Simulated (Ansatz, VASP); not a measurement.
Zn2CdSe3 in VASP and in Ansatz

INCAR

```
ALGO = Normal
EDIFF = 1E-6
ENCUT = 520
GGA = PE
ISIF = 2
ISMEAR = 0
LASPH = T
LCHARG = T
LELF = T
LREAL = F
LVHAR = T
LWAVE = F
NBANDS = 66
NELM = 80
PREC = Accurate
SIGMA = 0.1
```

The input KPOINTS:

```
k-points
0
Gamma
  6 6 1
```

File POSCAR:

```
Zn2CdSe3
1.0
    4.1484554000      0.0000000000      0.0000000000
   -2.0742277000      3.5926678000      0.0000000000
    0.0000000000      0.0000000000     20.5700491000
Zn Cd Se
4 2 6
Direct
    0.3333333000      0.6666667000      0.9976820000
    0.3333333000      0.6666667000      0.3387040000
    0.6666667000      0.3333333000      0.4976820000
    0.6666667000      0.3333333000      0.8387040000
    0.3333333000      0.6666667000      0.6705410000
    0.6666667000      0.3333333000      0.1705410000
    0.3333333000      0.6666667000      0.1181550000
    0.3333333000      0.6666667000      0.4596600000
    0.3333333000      0.6666667000      0.8002580000
    0.6666667000      0.3333333000      0.3002580000
    0.6666667000      0.3333333000      0.6181550000
    0.6666667000      0.3333333000      0.9596600000
```

Input for Ansatz:

```yaml
crystal:
  lattice:
    - [4.1484554, 0.0, 0.0]
    - [-2.0742277, 3.5926678, 0.0]
    - [0.0, 0.0, 20.5700491]
  atoms:
    - { symbol: Zn, position: [0.3333333, 0.6666667, 0.997682] }
    - { symbol: Zn, position: [0.3333333, 0.6666667, 0.338704] }
    - { symbol: Zn, position: [0.6666667, 0.3333333, 0.497682] }
    - { symbol: Zn, position: [0.6666667, 0.3333333, 0.838704] }
    - { symbol: Cd, position: [0.3333333, 0.6666667, 0.670541] }
    - { symbol: Cd, position: [0.6666667, 0.3333333, 0.170541] }
    - { symbol: Se, position: [0.3333333, 0.6666667, 0.118155] }
    - { symbol: Se, position: [0.3333333, 0.6666667, 0.45966] }
    - { symbol: Se, position: [0.3333333, 0.6666667, 0.800258] }
    - { symbol: Se, position: [0.6666667, 0.3333333, 0.300258] }
    - { symbol: Se, position: [0.6666667, 0.3333333, 0.618155] }
    - { symbol: Se, position: [0.6666667, 0.3333333, 0.95966] }
basis:
  ecutwfc: 420
kpoints:
  mp_grid: { grid: [6, 6, 1] }
hamiltonian:
  xc: pbe
scf:
  occupations: { method: gaussian, width: 0.1 }
  lower_state_search: "off"
output:
  forces: true
  stress: true
  eigenvalues: true
```

Alike in both runs: task single point; functional PBE; k mesh 6 × 6 × 1; occupations gaussian, width 0.1 eV; no spin polarisation.

|  | VASP | Ansatz |
| --- | --- | --- |
| version | VASP 6.6.1 | Ansatz 0.2.0 |
| potentials or method | VASP PAW PBE potentials, release 64 (Zn, Cd, Se), cutoff 520 eV | scalar-relativistic, plane waves, PAW |
| valence electrons in the cell | 108 | 184 |

VASP gave:

- gap on the k mesh at the Fermi level (eV): 0.73
- least direct gap on the mesh (eV): 0.73
- pressure (GPa): 0.2
- rms of the force components (eV/Å): 0.006

What did Ansatz give for the same quantities?

gap on the k mesh at the Fermi level (eV): 0.73; least direct gap on the mesh (eV): 0.73; pressure (GPa): 0.0; rms of the force components (eV/Å): 0.001.

Atom by atom the forces differ by 0.006 eV/Å (rms over components). VASP's potentials hold 108 valence electrons a cell and Ansatz's 184, so a difference there can come from the potentials and not from the codes.
